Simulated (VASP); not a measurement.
Here is a VASP 6.6.1 calculation.

INCAR

```
PREC = Accurate
ENCUT = 520
EDIFF = 1E-7
ISMEAR = 0
SIGMA = 0.01
LREAL = Auto
LASPH = T
NELM = 100
ALGO = Normal
ISIF = 2
LWAVE = F
LCHARG = F
GGA = PS
NBANDS = 118
```

KPOINTS

```
Automatic mesh
0
Gamma
  2 2 2
  0.5 0.5 0.5
```

Contents of POSCAR:

```
Al16O23
1.0
   -4.7738611806     -2.7561900377      4.3382851430
    4.7738611806     -2.7561900377      4.3382851430
    0.0000000000      5.5123800754      4.3382851430
Al O
16 23
Direct
    0.1494409475      0.1484797797      0.1456166711
    0.6481931736      0.6473655250      0.1485848140
    0.6481659330      0.1479643642      0.6479085249
    0.1447689704      0.6490775998      0.6470407724
    0.3526344750      0.3518068264      0.3514151860
    0.8515202203      0.8505590525      0.3543833289
    0.8520356358      0.3518340670      0.8520914751
    0.3509224002      0.8552310296      0.8529592276
    0.6340215581      0.6429625654      0.6530840567
    0.1493588911      0.1490994426      0.6495150085
    0.1479702174      0.6479366876      0.1480080524
    0.6486741018      0.1470936478      0.1477389963
    0.8509005574      0.8506411089      0.8504849915
    0.3570374346      0.3659784419      0.8469159433
    0.3520633124      0.8520297826      0.3519919476
    0.8529063522      0.3513258982      0.3522610037
    0.9035557665      0.0964442335      0.7500000000
    0.9034819843      0.5966314107      0.2507106948
    0.4033685893      0.0965180157      0.2492893052
    0.4036984701      0.2499768203      0.5959028974
    0.9013421857      0.7498062266      0.5984396203
    0.9037027619      0.2498728771      0.0969962138
    0.4030970642      0.7488393113      0.0957539371
    0.5959311696      0.7489941386      0.4035403163
    0.0982243243      0.2495939560      0.4029015236
    0.0992275628      0.7487062188      0.9019854910
    0.5980123068      0.2497528815      0.9026587724
    0.7502471185      0.4019876932      0.5973412276
    0.2512937812      0.9007724372      0.5980145090
    0.2510058614      0.4040688304      0.0964596837
    0.7504060440      0.9017756757      0.0970984764
    0.2511606887      0.5969029358      0.4042460629
    0.7501271229      0.0962972381      0.4030037862
    0.7500231797      0.5963015299      0.9040971026
    0.2501937734      0.0986578143      0.9015603797
    0.5976745986      0.4023254014      0.2500000000
    0.0975852153      0.9024147847      0.2500000000
    0.0973250742      0.4042287511      0.7488779684
    0.5957712489      0.9026749258      0.7511220316
```

Potentials or basis: VASP PAW PBE potentials, release 64 (Al, O).

Run with:

```console
$ cat potpaw_PBE.64/Al/POTCAR potpaw_PBE.64/O/POTCAR > POTCAR
$ mpirun -np 1 vasp_std > vasp.out
```

Problem. Estimate the band gap on the k mesh.

Solution. 4.34 eV.

Problem. What does it give for the pressure?

Solution. -0.7 GPa.

Problem. What does it give for the largest force?

Solution. 0.012 eV/Å.

Stress tensor (GPa, compression positive):
```
 0.03  0.00  0.00
 0.00 -1.34  0.45
 0.00  0.45 -0.67
```

Caveat: the PAW data sets were made with another functional, which shifts forces and pressure a little.
